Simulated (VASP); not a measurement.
# HCl in VASP: a series of runs, part 2 of 2

VASP 6.6.1.

**5. Single point, PBE+D3(BJ)**

INCAR

```
SYSTEM = HCl
PREC     = Accurate       ! precision mode
ENCUT    = 1000           ! plane-wave cutoff, eV
EDIFF    = 1E-6           ! SCF threshold, eV
ISMEAR   = -1             ! smearing method
SIGMA    = 0.02           ! smearing width, eV
LREAL    = Auto         
LASPH    = .TRUE.         ! aspherical terms in the spheres
NELM     = 120            ! most SCF steps
ALGO     = Normal         ! electronic algorithm
ISIF     = 2              ! what is computed and relaxed
LWAVE    = .FALSE.        ! write WAVECAR
LCHARG   = .TRUE.         ! write CHGCAR
GGA      = PE             ! functional
IVDW     = 12             ! dispersion correction
LELF     = .TRUE.         ! ELF
LVHAR    = .TRUE.       
NBANDS   = 66             ! bands
GGA_COMPAT= .FALSE.
```

KPOINTS

```
Automatic mesh
0
G
  1 1 1
  0 0 0
```

POSCAR

```
HCl
1.0
    8.4901850000      0.0000000000      0.0000000000
    0.0000000000      8.4901850000      0.0000000000
    0.0000000000      0.0000000000      8.4901850000
Cl H
12 12
Direct
    0.5691984332      1.0019451873      1.1215892233
    0.2280869027      0.4928985646      0.3433494088
    0.0892088924      0.1971570702      0.6718581515
    0.2176631016      0.0971592492      0.2937274041
    0.7209736890      0.6579244151      0.9149506165
    0.1322586021      0.8663415462      0.9121473796
    0.9325945194      0.2227631082      1.0454189161
    0.7364032704      0.5032163610      0.2926202433
    0.6958152266      0.1282893129      0.4847126417
    0.4378232041      0.3704866266      0.9512160218
   -0.0458176117      0.7507374692      0.5375383457
    0.4335241223      0.8172024520      0.5354771421
    0.4271049453      1.0267031873      1.1798918398
    0.3515471100      0.4852897787      0.2475446648
   -0.0362182921      0.2116090521      0.5729792696
    0.2892516476      0.0276907983      0.4057862108
    0.8019731019      0.5673021259      0.8239514216
    0.0696333472      0.8773189277      0.7728689069
    1.0104373462      0.1682413281      0.9261753425
    0.7802067917      0.5486806236      0.1554029741
    0.6575475093      0.2243414013      0.3642323459
    0.4894239643      0.2277453318      0.9798490846
    0.0433795023      0.8486034168      0.4705668958
    0.5194233106      0.9367522616      0.5567369851
```

Potentials or basis: VASP PAW PBE potentials, release 64 (Cl, H_h).

The run is started by

```console
$ cat potpaw_PBE.64/Cl/POTCAR potpaw_PBE.64/H_h/POTCAR > POTCAR
$ mpirun -np 1 vasp_gam > vasp.out
```

OUTCAR:

```text
SYSTEM = HCl
   PREC = Accurate
   ENCUT = 1000
   EDIFF = 1E-6
   ISMEAR = -1
   LREAL = Auto
   LASPH = .TRUE.
   NELM = 120
   ISIF = 2
   GGA = PE
   IVDW = 12
 IVDW          = 12

 ion  position               nearest neighbor table
   1  0.569  0.002  0.122-  13 1.32
   2  0.228  0.493  0.343-  14 1.33
   3  0.089  0.197  0.672-  15 1.36
   4  0.218  0.097  0.294-  16 1.27
   5  0.721  0.658  0.915-  17 1.29
   6  0.132  0.866  0.912-  18 1.30
[... 16 lines left out ...]
  23  0.043  0.849  0.471-  11 1.26
  24  0.519  0.937  0.557-  12 1.26

  LATTYP: Found a simple cubic cell.
 ALAT       =     8.4901850000

  Lattice vectors:

 A1 = (   8.4901850000,   0.0000000000,   0.0000000000)
 A2 = (   0.0000000000,   8.4901850000,   0.0000000000)
 A3 = (   0.0000000000,   0.0000000000,   8.4901850000)

Analysis of symmetry for initial positions (statically):
=====================================================================
 Subroutine PRICEL returns:
 Original cell was already a primitive cell.

 Routine SETGRP: Setting up the symmetry group for a
 simple cubic supercell.

 Subroutine GETGRP returns: Found  1 space group operations
 (whereof  1 operations were pure point group operations)
 out of a pool of 48 trial point group operations.

The static configuration has the point symmetry C_1 .

Analysis of symmetry for dynamics (positions and initial velocities):
=====================================================================
 Subroutine PRICEL returns:
 Original cell was already a primitive cell.

 Routine SETGRP: Setting up the symmetry group for a
 simple cubic supercell.

 Subroutine GETGRP returns: Found  1 space group operations
 (whereof  1 operations were pure point group operations)
 out of a pool of 48 trial point group operations.

The dynamic configuration has the point symmetry C_1 .

[... 140 lines left out ...]
  Fermi-wavevector in a.u.,A,eV,Ry     =   0.882907  1.668452 10.606068  0.779524
  Thomas-Fermi vector in A             =   2.003601
   LORBIT       =      0    0 simple, 1 ext, 2 COOP (PROOUT), +10 PAW based schemes
   GGA     = PE    functional components
   LHFCALC =     F    Hartree Fock is set to
   AEXX    =    0.0000 exact exchange contribution
   IVDW    =    12    specifies the selected vdW correction
   LEPSILON=     F    determine dielectric tensor
   LRPA    =     F    only Hartree local field effects (RPA)
 non-spin polarized calculation
  energy-cutoff  :     1000.00
  volume of cell :      612.00
 maximum number of plane-waves:     21910
 NGX is ok and might be reduce to    90
   NGX = 43   NGY = 43   NGZ = 43

 number of electron      96.0000000 magnetization

 Free energy of the ion-electron system (eV)
  ---------------------------------------------------
  ext. energy  EPLUGINS =         0.00000000
  ---------------------------------------------------
  free energy    TOTEN  =       -73.56252014 eV

  energy without entropy =      -73.56252014  energy(sigma->0) =      -73.56252014

 E-fermi :  -2.9979     XC(G=0):  -6.0814

 val. band max:       -3.4812891813   @ k =   0.0000   0.0000   0.0000
 cond. band min:       1.6433701627   @ k =   0.0000   0.0000   0.0000
 fundamental gap:      5.1246593440
 Fermi energy:        -2.9979251251

 k-point     1 :       0.0000    0.0000    0.0000
  band No.  band energies     occupation
      1     -17.9917      2.00000
      2     -17.7964      2.00000
      3     -17.7094      2.00000
      4     -17.5563      2.00000
      5     -17.4880      2.00000
      6     -17.4199      2.00000
[... 52 lines left out ...]
     59       4.0305      0.00000
     60       4.1874      0.00000
 [bands above 60 left out]

------------------------ aborting loop because EDIFF is reached ----------------------------------------

 Edisp (eV)   -1.49618

 E8    (eV) :    -0.4465

  FORCE on cell =-STRESS in cart. coord.  units (eV):
  Direction    XX          YY          ZZ          XY          YZ          ZX
  --------------------------------------------------------------------------------------
  -------------------------------------------------------------------------------------
  Total      -0.45019     1.68716     0.94095     2.09725     0.54507    -1.11653
  in kB      -1.17857     4.41688     2.46335     5.49048     1.42697    -2.92301
  external pressure =        1.90 kB  Pullay stress =        0.00 kB

 VOLUME and BASIS-vectors are now :
 -----------------------------------------------------------------------------
  energy-cutoff  :     1000.00
  volume of cell :      612.00
      direct lattice vectors                 reciprocal lattice vectors
     8.490185000  0.000000000  0.000000000     0.117783064  0.000000000  0.000000000
     0.000000000  8.490185000  0.000000000     0.000000000  0.117783064  0.000000000
     0.000000000  0.000000000  8.490185000     0.000000000  0.000000000  0.117783064

 POSITION                                       TOTAL-FORCE (eV/Angst)
 -----------------------------------------------------------------------------------
      4.83260      0.01652      1.03231        -0.223025      0.032864     -0.149699
      1.93650      4.18480      2.91510         0.891767      0.185146     -0.603769
      0.75740      1.67390      5.70420        -1.097583      0.256792     -1.164305
      1.84800      0.82490      2.49380        -0.411678      0.089062     -0.521006
      6.12120      5.58590      7.76810         0.151578      0.143554     -0.194925
      1.12290      7.35540      7.74430         0.027921     -0.051090     -0.072447
[... 16 lines left out ...]
      0.36830      7.20480      3.99520         0.545244      0.552309     -0.491837
      4.41000      7.95320      4.72680         0.594446      0.725607      0.105843
 -----------------------------------------------------------------------------------
    total drift:                               -0.009084     -0.005024      0.012083

  FREE ENERGIE OF THE ION-ELECTRON SYSTEM (eV)
  ---------------------------------------------------
  free  energy   TOTEN  =       -75.0587021371 eV

  energy  without entropy=      -75.0587021371  energy(sigma->0) =      -75.05870214
```

Wall time 4 min (1 thread of Intel Xeon Platinum 8259CL at 2.50GHz (Skylake/Cascade Lake), shared host); peak memory 1.2 GiB.

Results:

| Property | Result |
| --- | --- |
| Free energy | -75.0587 eV |
| Pressure | 0.2 GPa |
| Largest force | 1.621 eV/Å |
| Dispersion energy per atom | -0.062 eV |

Forces in eV/Å, atoms in the order of the input:
```
Cl  -0.223  0.033 -0.150
Cl   0.892  0.185 -0.604
Cl  -1.098  0.257 -1.164
Cl  -0.412  0.089 -0.521
Cl   0.152  0.144 -0.195
Cl   0.028 -0.051 -0.072
Cl  -0.134  0.135  0.167
Cl  -0.229 -0.236  0.584
Cl  -0.037  0.956 -0.733
Cl  -0.015 -0.416  0.004
Cl  -0.519 -0.398  0.455
Cl  -0.720 -0.795 -0.097
H    0.200 -0.089 -0.147
H   -0.835 -0.002  0.556
H    1.123 -0.183  0.985
H    0.356 -0.425  0.585
H   -0.030  0.003  0.110
H    0.076 -0.144  0.203
H   -0.055 -0.005 -0.014
H    0.046  0.090 -0.500
H    0.361 -0.724  0.909
H   -0.066  0.299  0.025
H    0.545  0.552 -0.492
H    0.594  0.726  0.106
```

Caveat: the k points lie up to 0.74 Å⁻¹ apart; the atoms stand as in a frame of molecular dynamics.

**6. Summary**

```csv
cell,pressure (GPa),largest force (eV/Å)
"as given, atomic positions A",0.2,1.52
"as given, atomic positions B",0.3,0.83
"as given, atomic positions C",-0.3,0.40
"as given, atomic positions D",0.2,1.62
```

Alike in all rows: task single point; level PBE+D3(BJ); potentials or basis VASP PAW PBE potentials, release 64 (Cl, H_h); no spin polarisation; k mesh 1 × 1 × 1; cutoff (eV) 1000; smearing fermi-dirac 0.02 eV.

Caveats: all runs use coarse meshes; the atoms stand as in a frame of molecular dynamics (at least some runs).

Absolute energies hang on the potentials; compare differences alone.
